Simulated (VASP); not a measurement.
Runs of VASP 6.6.1 on Li2S. The structure is that of space group Fm-3m (No. 225), or close to it. The cells are those of the table. 

```tsv
cell	gap on the mesh (eV)	pressure (GPa)
a = 3.982 Å, angles 60.0°, 3 atoms	3.37	1.6
a = 4.023 Å, angles 60.0°, 3 atoms	3.39	(b)
a = 4.063 Å, angles 60.0°, 3 atoms	3.40	(c)
a = 4.102 Å, angles 60.0°, 3 atoms	(a)	-2.1
a = 3.941 Å, angles 60.0°, 3 atoms	3.34	3.2
```

Alike in all rows: task single point; level PBE; potentials or basis VASP PAW PBE potentials, release 64 (Li_sv, S); no spin polarisation; k mesh 6 × 6 × 6; cutoff (eV) 750; smearing fermi-dirac 0.1 eV.

**Question.** Estimate the missing entries.

**Answer.** (a) 3.41; (b) 0.2; (c) -0.9.

A k mesh can miss the band edges.
